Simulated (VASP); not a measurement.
Write the native input for VASP 6.6.1 that does the following.

| Item | Value |
| --- | --- |
| Task | relaxation of cell and atoms |
| Functional | PBE |
| Potentials or basis | VASP PAW PBE potentials, release 64 (Cs_sv, Sn_d, I) |
| Cutoff | 600 eV |
| k mesh | 3 × 3 × 3 |
| Occupations | gaussian, width 0.1 eV |
| Spin | no spin polarisation |
| Dipole correction | no |
| Further INCAR settings | ALGO = Normal; EDIFF = 1e-06; IBRION = 2; EDIFFG = -0.04; NSW = 90; ISIF = 3 |

The structure of CsSnI3 lies in POSCAR:

```
CsSnI3
1.0
    4.2312189828      2.4428954187      3.5258834535
   -4.2312189828      2.4428954187      3.5258834535
    0.0000000000     -4.8857908374      3.5258834535
Cs Sn I
1 1 3
Direct
    0.5000000000      0.5000000000      0.5000000000
    0.0093000000      0.0093000000      0.0093000000
    0.5442000000      0.1072000000      0.5442000000
    0.5442000000      0.5442000000      0.1072000000
    0.1072000000      0.5442000000      0.5442000000
```

One way to write it, as run:

INCAR

```
  ALGO = Normal
  EDIFF = 1E-6
  EDIFFG = -0.04
  ENCUT = 600
  GGA = PE
  IBRION = 2
  ISIF = 3
  ISMEAR = 0
  LASPH = T
  LCHARG = F
  LREAL = F
  LWAVE = F
  NELM = 100
  NSW = 90
  PREC = Accurate
  SIGMA = 0.1
```

KPOINTS

```
k-points
0
Gamma
  3 3 3
```

Potentials or basis: VASP PAW PBE potentials, release 64 (Cs_sv, Sn_d, I).

Command:

```sh
$ cat potpaw_PBE.64/Cs_sv/POTCAR potpaw_PBE.64/Sn_d/POTCAR potpaw_PBE.64/I/POTCAR > POTCAR
$ mpirun -np 1 vasp_std > vasp.out
```

Results of the run:

```yaml
Relaxed_volume: 89.01 Å³/atom
Relaxed_cell: a = 7.701 Å, b = 7.701 Å, c = 7.701 Å, α = 82.18°, β = 82.18°, γ = 82.18°
Space_group_after_relaxing_to_0.05_Å: R3m (No. 160)
Energy_gained_by_relaxing: 3292.7 meV/atom
Ionic_steps: 50
Pressure_after_relaxing: 0.0 GPa
Largest_force_after_relaxing: 0.034 eV/Å
Band_gap_on_the_k_mesh: 3.36 eV, indirect (least direct gap 3.41 eV)
```

Caveat: the volume moved by over 15 % at a fixed basis, so the end points are rough; spin-orbit coupling is left out, which moves the levels of the heavy elements.

Run time: 22 min on 1 thread of AMD EPYC 7R43 64-Core Processor (Zen 3), on a shared host, peak memory 0.34 GiB.
